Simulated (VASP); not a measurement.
# Re (Fm-3m) in VASP: further runs

Re is run at these levels: LDA; tasks: relaxation of cell and atoms, single point.

Program: VASP 6.6.1. These are calculated values, not measurements. Logs are shortened: lines on timing, memory, paths and dates and some standing lists are left out, and cuts for length are marked.

## (1) The cell of the first run

Symmetry: Fm-3m, No. 225, cubic system. The conventional cell has a = 3.890 Å, b = 3.890 Å, c = 3.890 Å, α = 90.00°, β = 90.00°, γ = 90.00°. Re (site symmetry m-3m) has 12 Re at 2.75 Å within 3.6 Å.

This isn't the form of Re at room conditions, which is hcp.

## (2) Relaxation of cell and atoms, LDA, target pressure 30 GPa, at which the enthalpy is minimised

The input, INCAR:

```
PREC = Accurate
ENCUT = 600
EDIFF = 1E-7
ISMEAR = 0
SIGMA = 0.05
LREAL = False
LASPH = True
NELM = 120
ALGO = Normal
ISIF = 3
LWAVE = False
LCHARG = False
GGA = CA
IBRION = 2
NSW = 80
EDIFFG = -0.01
PSTRESS = 300.0
GGA_COMPAT = False
NELMIN = 4
```

The input, KPOINTS:

```
Automatic mesh
0
Gamma
  10 10 10
```

The input, POSCAR:

```
Re
1.0
    0.0000000000      1.9450000000      1.9450000000
    1.9450000000      0.0000000000      1.9450000000
    1.9450000000      1.9450000000      0.0000000000
Re
1
Direct
    0.0000000000      0.0000000000      0.0000000000
```

Potentials or basis: VASP PAW LDA potentials, release 64 (Re).

Started as:

```sh
> cat potpaw_LDA.64/Re/POTCAR > POTCAR
> mpirun -np 1 vasp_std > vasp.out
```

OUTCAR:

```text
PREC = Accurate
   ENCUT = 600
   EDIFF = 1E-7
   ISMEAR = 0
   LREAL = False
   LASPH = True
   NELM = 120
   ISIF = 3
   GGA = CA
   IBRION = 2
   NSW = 80
   EDIFFG = -0.01
   PSTRESS = 300.0
   NELMIN = 4

 ion  position               nearest neighbor table
   1  0.000  0.000  0.000-

  LATTYP: Found a face centered cubic cell.
 ALAT       =     3.8900000000

  Lattice vectors:

 A1 = (   0.0000000000,   1.9450000000,   1.9450000000)
 A2 = (   1.9450000000,   0.0000000000,   1.9450000000)
 A3 = (   1.9450000000,   1.9450000000,   0.0000000000)

Analysis of symmetry for initial positions (statically):
=====================================================================
 Subroutine PRICEL returns:
 Original cell was already a primitive cell.

 Routine SETGRP: Setting up the symmetry group for a
 face centered cubic supercell.

 Subroutine GETGRP returns: Found 48 space group operations
 (whereof 48 operations were pure point group operations)
 out of a pool of 48 trial point group operations.

The static configuration has the point symmetry O_h .

Analysis of symmetry for dynamics (positions and initial velocities):
=====================================================================
 Subroutine PRICEL returns:
 Original cell was already a primitive cell.

 Routine SETGRP: Setting up the symmetry group for a
 face centered cubic supercell.

 Subroutine GETGRP returns: Found 48 space group operations
 (whereof 48 operations were pure point group operations)
 out of a pool of 48 trial point group operations.

The dynamic configuration has the point symmetry O_h .

 Subroutine INISYM returns: Found 48 space group operations
 (whereof 48 operations are pure point group operations),
 and found     1 'primitive' translations

----------------------------------------------------------------------------------------

                                     Primitive cell

  volume of cell :      14.7160

  direct lattice vectors                    reciprocal lattice vectors
     0.000000000  1.945000000  1.945000000    -0.257069409  0.257069409  0.257069409
     1.945000000  0.000000000  1.945000000     0.257069409 -0.257069409  0.257069409
     1.945000000  1.945000000  0.000000000     0.257069409  0.257069409 -0.257069409

  length of vectors
     2.750645379  2.750645379  2.750645379     0.445257277  0.445257277  0.445257277

  position of ions in fractional coordinates (direct lattice)
     0.000000000  0.000000000  0.000000000

  ion indices of the primitive-cell ions
   primitive index   ion index
                 1           1

----------------------------------------------------------------------------------------

 KPOINTS: Automatic mesh

Automatic generation of k-mesh.
 Grid dimensions read from file:
 generate k-points for:   10   10   10

 Generating k-lattice:

  Cartesian coordinates                     Fractional coordinates (reciprocal lattice)
    -0.025706941  0.025706941  0.025706941     0.100000000  0.000000000  0.000000000
     0.025706941 -0.025706941  0.025706941     0.000000000  0.100000000  0.000000000
     0.025706941  0.025706941 -0.025706941     0.000000000  0.000000000  0.100000000

  Length of vectors
     0.044525728  0.044525728  0.044525728

  Shift w.r.t. Gamma in fractional coordinates (k-lattice)
     0.000000000  0.000000000  0.000000000

 Subroutine IBZKPT returns following result:
 ===========================================

 Found     47 irreducible k-points:

 Following reciprocal coordinates:
            Coordinates               Weight
  0.000000  0.000000  0.000000      1.000000
  0.100000  0.000000  0.000000      8.000000
  0.200000  0.000000  0.000000      8.000000
  0.300000  0.000000  0.000000      8.000000
  0.400000  0.000000  0.000000      8.000000
  0.500000  0.000000  0.000000      4.000000
[... 16 lines left out ...]
  0.300000  0.300000  0.000000      6.000000
  0.400000  0.300000  0.000000     24.000000
 [... further k-points ...]
   k-points           NKPTS =     47   k-points in BZ     NKDIM =     47   number of bands    NBANDS=      7
   number of dos      NEDOS =    301   number of ions     NIONS =      1
   total plane-waves  NPLWV =  13824
   dimension x,y,z NGX =    24 NGY =   24 NGZ =   24
   dimension x,y,z NGXF=    48 NGYF=   48 NGZF=   48
   ions per type =               1
   NGX,Y,Z   is equivalent  to a cutoff of  14.51, 14.51, 14.51 a.u.
   NGXF,Y,Z  is equivalent  to a cutoff of  29.01, 29.01, 29.01 a.u.
 SYSTEM =  unknown system
   PREC   = accura    normal or accurate (medium, high low for compatibility)
   ISTART =      0    job   : 0-new  1-cont  2-samecut
   ICHARG =      2    charge: 1-file 2-atom 10-const
   ISPIN  =      1    spin polarized calculation?
   LNONCOLLINEAR =      F non collinear calculations
   LSORBIT =      F    spin-orbit coupling
   LASPH  =      T    aspherical Exc in radial PAW
   ENCUT  =  600.0 eV  44.10 Ry    6.64 a.u.   5.49  5.49  5.49*2*pi/ulx,y,z
   NELM   =    120;   NELMIN=  4; NELMDL= -5     # of ELM steps
   EDIFF  = 0.1E-06   stopping-criterion for ELM
   LREAL  =      F    real-space projection
   EDIFFG = -.1E-01   stopping-criterion for IOM
   NSW    =     80    number of steps for IOM
   IBRION =      2    ionic relax: 0-MD 1-quasi-New 2-CG
   NFREE  =      1    steps in history (QN), initial steepest desc. (CG)
   ISIF   =      3    stress and relaxation
   ISYM   =      2    0-nonsym 1-usesym 2-fastsym
   POTIM  = 0.5000    time-step for ionic-motion
   TEBEG  =    0.0;   TEEND  =   0.0 temperature during run
   PSTRESS=  300.0 pullay stress
   NELECT =       7.0000    total number of electrons
   NUPDOWN=      -1.0000    fix difference up-down
   EMIN   =  10.00;   EMAX   =-10.00  energy-range for DOS
   EFERMI =   0.00;   METHOD = LEGACY
   ISMEAR =     0;   SIGMA  =   0.05  broadening in eV -4-tet -1-fermi 0-gaus
   EFERMI_NEDOS =   21; number of points for ismear=-14 and -15
   IALGO  =     38    algorithm
   IMIX   =      4    mixing-type and parameters
     AMIX     =   0.40;   BMIX     =  1.00
     AMIX_MAG =   1.60;   BMIX_MAG =  1.00
  volume/ion in A,a.u.               =      14.72        99.31
  Fermi-wavevector in a.u.,A,eV,Ry     =   1.277942  2.414961 22.220171  1.633136
  Thomas-Fermi vector in A             =   2.410513
   LORBIT       =      0    0 simple, 1 ext, 2 COOP (PROOUT), +10 PAW based schemes
   GGA     = CA    functional components
   LHFCALC =     F    Hartree Fock is set to
   AEXX    =    0.0000 exact exchange contribution
   IVDW    =     0    specifies the selected vdW correction
   LEPSILON=     F    determine dielectric tensor
   LRPA    =     F    only Hartree local field effects (RPA)
 conjugate gradient relaxation of ions
 non-spin polarized calculation
 Gauss-broadening in eV      SIGMA  =   0.05
  energy-cutoff  :      600.00
  volume of cell :       14.72
 maximum number of plane-waves:       531
 NGX is ok and might be reduce to    24
   NGX = 11   NGY = 11   NGZ = 11

--------------------------------------- Ionic step        1  -------------------------------------------

 number of electron       7.0000000 magnetization

 Free energy of the ion-electron system (eV)
  ---------------------------------------------------
  ext. energy  EPLUGINS =         0.00000000
  ---------------------------------------------------
  free energy    TOTEN  =       -13.69569214 eV

  energy without entropy =      -13.69260986  energy(sigma->0) =      -13.69415100

------------------------ aborting loop because EDIFF is reached ----------------------------------------

  FORCE on cell =-STRESS in cart. coord.  units (eV):
  Direction    XX          YY          ZZ          XY          YZ          ZX
  --------------------------------------------------------------------------------------
  -------------------------------------------------------------------------------------
  Total       -0.6855456     -0.6855456     -0.6855456      0.0000000      0.0000000     -0.0000000
  in kB      -74.6376768    -74.6376768    -74.6376768      0.0000000      0.0000000     -0.0000000
  external PRESSURE =    -374.6376768 kB  Pullay stress =     300.0000000 kB
[... 22 lines left out ...]
  enthalpy is  TOTEN    =       -10.9401980408 eV   P V=        2.7554940969

--------------------------------------- Ionic step        2  -------------------------------------------

 number of electron       7.0000000 magnetization

 E-fermi :  16.9741     XC(G=0): -16.9475

 val. band max:       16.8962823671   @ k =  -0.2000   0.1000   0.0000
 cond. band min:      16.9886461933   @ k =  -0.4000   0.3000   0.1000
 fundamental gap:      0.0923638262
 Fermi energy:        16.9740588496

 k-point     1 :       0.0000    0.0000    0.0000
  band No.  band energies     occupation
      1       3.6108      2.00000
      2      12.3908      2.00000
      3      12.3908      2.00000
      4      12.3908      2.00000
      5      19.3301      0.00000
      6      19.3301      0.00000
      7      30.4624      0.00000
[... 338 lines left out ...]
  enthalpy is  TOTEN    =       -11.0835870140 eV   P V=        2.5593697557

--------------------------------------- Ionic step        5  -------------------------------------------

 number of electron       7.0000000 magnetization

 Free energy of the ion-electron system (eV)
  ---------------------------------------------------
  ext. energy  EPLUGINS =         0.00000000
  ---------------------------------------------------
  free energy    TOTEN  =       -13.62415444 eV

  energy without entropy =      -13.62108974  energy(sigma->0) =      -13.62262209

 E-fermi :   9.2102     XC(G=0): -14.2877

 val. band max:        9.2080464455   @ k =  -0.3000   0.3000   0.0000
 cond. band min:       9.2188925070   @ k =  -0.2000   0.2000   0.0000
 fundamental gap:      0.0108460615
 Fermi energy:         9.2102032802

 k-point     1 :       0.0000    0.0000    0.0000
  band No.  band energies     occupation
      1      -1.4312      2.00000
      2       7.0189      2.00000
      3       7.0189      2.00000
      4       7.0189      2.00000
      5      10.6032      0.00000
      6      10.6032      0.00000
      7      23.2267      0.00000
[... 258 lines left out ...]
  FREE ENERGIE OF THE ION-ELECTRON SYSTEM (eV)
  ---------------------------------------------------
  free  energy   TOTEN  =       -13.6241544370 eV

  energy  without entropy=      -13.6210897422  energy(sigma->0) =      -13.62262209

  enthalpy is  TOTEN    =       -11.0849826196 eV   P V=        2.5391718174

 reached required accuracy - stopping structural energy minimisation
```

Wall time 16 s (1 thread of Intel Xeon Platinum 8259CL at 2.50GHz (Skylake/Cascade Lake), shared host); peak memory 0.16 GiB.

What came out:

| Quantity | Value |
| --- | --- |
| Free energy | -13.6242 eV |
| Relaxed volume | 13.56 Å³/atom |
| Relaxed cell | a = 2.677 Å, b = 2.677 Å, c = 2.677 Å, α = 60.00°, β = 60.00°, γ = 60.00° |
| Space group after relaxing (to 0.1 Å) | Fm-3m (No. 225) |
| Energy change on relaxing (the run minimises the enthalpy) | +71.5 meV/atom |
| Ionic steps | 5 |
| Pressure after relaxing | 30.1 GPa |
| Band gap on the k mesh | zero (an odd number of electrons rules out a gap without spin polarisation) |

The path:
```csv
step,energy change (eV),largest force (eV/Å),pressure (GPa),volume (Å³)
1,0.0000,0.0000,-7.46,14.72
2,7.6069,0.0000,635.10,8.54
3,0.0291,0.0000,19.59,13.84
4,0.0527,0.0000,25.82,13.67
5,0.0715,0.0000,30.07,13.56
```

Final structure:
```xyz
1
Lattice="0.0000 1.8927 1.8927 1.8927 0.0000 1.8927 1.8927 1.8927 0.0000" Properties=species:S:1:pos:R:3 pbc="T T T"
Re    0.0000    0.0000    0.0000
```

Caveat: the cell is relaxed towards a set pressure, so the run minimises the enthalpy, not the energy; spin-orbit coupling is left out, which moves the levels of the heavy elements.

## (3) Relaxation of cell and atoms, LDA, target pressure 45 GPa, at which the enthalpy is minimised

The input, INCAR:

```
ALGO = Normal ; EDIFF = 1E-7
EDIFFG = -0.01 ; ENCUT = 600
GGA = CA ; GGA_COMPAT = F
IBRION = 2 ; ISIF = 3
ISMEAR = 0 ; LASPH = T
LCHARG = F ; LREAL = F
LWAVE = F ; NELM = 120
NELMIN = 4 ; NSW = 80
PREC = Accurate ; PSTRESS = 450.0
SIGMA = 0.05
```

The input, KPOINTS:

```
k-points
0
Gamma
  10 10 10
```

POSCAR is that of step 2.

Potentials or basis: VASP PAW LDA potentials, release 64 (Re).

Started as:

```sh
> cat potpaw_LDA.64/Re/POTCAR > POTCAR
> mpirun -np 1 vasp_std > vasp.out
```

Run time: 34 s. Hardware: 1 thread of Intel Xeon Platinum 8259CL at 2.50GHz (Skylake/Cascade Lake), shared host; peak memory 0.16 GiB.

The run converged. Its results:

- Free energy: -13.5432 eV
- Relaxed volume: 13.21 Å³/atom
- Relaxed cell: a = 2.654 Å, b = 2.654 Å, c = 2.654 Å, α = 60.00°, β = 60.00°, γ = 60.00°
- Space group after relaxing (to 0.1 Å): Fm-3m (No. 225)
- Energy change on relaxing (the run minimises the enthalpy): +152.5 meV/atom
- Ionic steps: 16
- Pressure after relaxing: 45.0 GPa
- Band gap on the k mesh: zero (an odd number of electrons rules out a gap without spin polarisation)

The path:
```
step  energy change (eV)  largest force (eV/Å)  pressure (GPa)  volume (Å³)
   1              0.0000                0.0000           -7.46        14.72
   2             19.3335                0.0000         1474.31         6.65
   3              0.0432                0.0000           23.45        13.73
   4              0.0905                0.0000           33.95        13.47
   5              0.1548                0.0000           45.37        13.21
   6              0.1467                0.0000           44.04        13.23
   7              0.1472                0.0000           44.13        13.23
   8              0.1490                0.0000           44.41        13.23
   9              0.1490                0.0000           44.42        13.23
  10              0.1491                0.0000           44.43        13.23
  11              0.1492                0.0000           44.45        13.23
  12              0.1495                0.0000           44.50        13.22
  13              0.1501                0.0000           44.60        13.22
  14              0.1513                0.0000           44.80        13.22
  15              0.1537                0.0000           45.20        13.21
  16              0.1525                0.0000           45.01        13.21
```

Final structure:
```
CELL_PARAMETERS angstrom
0.00000 1.87641 1.87641
1.87641 0.00000 1.87641
1.87641 1.87641 0.00000
ATOMIC_POSITIONS crystal
Re 0.00000 0.00000 0.00000
```

Levels at points of the mesh, in eV from the Fermi level:
| k point | band 2 | band 3 | band 4 | band 5 | band 6 | band 7 |
| --- | --- | --- | --- | --- | --- | --- |
| (0.00, 0.00, 0.00) | -2.27 | -2.27 | -2.27 | 1.46 | 1.46 | 14.03 |
| (0.50, 0.00, 0.00) | -2.55 | -2.55 | 0.61 | 4.50 | 4.50 | 11.71 |
| (0.50, 0.50, 0.00) | -6.92 | 3.52 | 4.44 | 5.41 | 5.41 | 13.28 |

Caveat: the cell is relaxed towards a set pressure, so the run minimises the enthalpy, not the energy; spin-orbit coupling is left out, which moves the levels of the heavy elements.

## (4) Single point, LDA

This run uses another cell than the first one, of 13.90 Å³/atom.

The input, INCAR:

```
  PREC = Accurate
  ENCUT = 600
  EDIFF = 1E-6
  ISMEAR = 0
  SIGMA = 0.05
  LREAL = False
  LASPH = True
  NELM = 120
  ALGO = Normal
  ISIF = 2
  LWAVE = False
  LCHARG = False
  NBANDS = 10
  GGA_COMPAT = False
```

The input, KPOINTS:

```
Automatic mesh
0
Gamma
  10 10 10
```

The input, POSCAR:

```
Re
1.0
    0.0000000000      1.9084964836      1.9084964836
    1.9084964836      0.0000000000      1.9084964836
    1.9084964836      1.9084964836      0.0000000000
Re
1
Direct
    0.0000000000      0.0000000000      0.0000000000
```

Started as:

```sh
> cat potpaw_LDA.64/Re/POTCAR > POTCAR
> mpirun -np 1 vasp_std > vasp.out
```

It took 3.4 s on 1 thread of Intel Xeon 6975P-C (Granite Rapids), shared host; peak memory 0.13 GiB.

The run converged. Its results:

```yaml
Free_energy: -13.6742 eV
Pressure: 17.1 GPa
Band_gap_on_the_k_mesh: zero (an odd number of electrons rules out a gap without spin polarisation)
```

Levels at points of the mesh, in eV from the Fermi level:
| k point | band 2 | band 3 | band 4 | band 5 | band 6 | band 7 |
| --- | --- | --- | --- | --- | --- | --- |
| (0.00, 0.00, 0.00) | -2.12 | -2.12 | -2.12 | 1.34 | 1.34 | 14.00 |
| (0.50, 0.00, 0.00) | -2.36 | -2.36 | 0.45 | 4.15 | 4.15 | 10.85 |
| (0.50, 0.50, 0.00) | -6.47 | 3.20 | 4.09 | 4.99 | 4.99 | 12.81 |

Caveat: the cell stands under pressure; spin-orbit coupling is left out, which moves the levels of the heavy elements.

(Continued in part 2 of 2.)
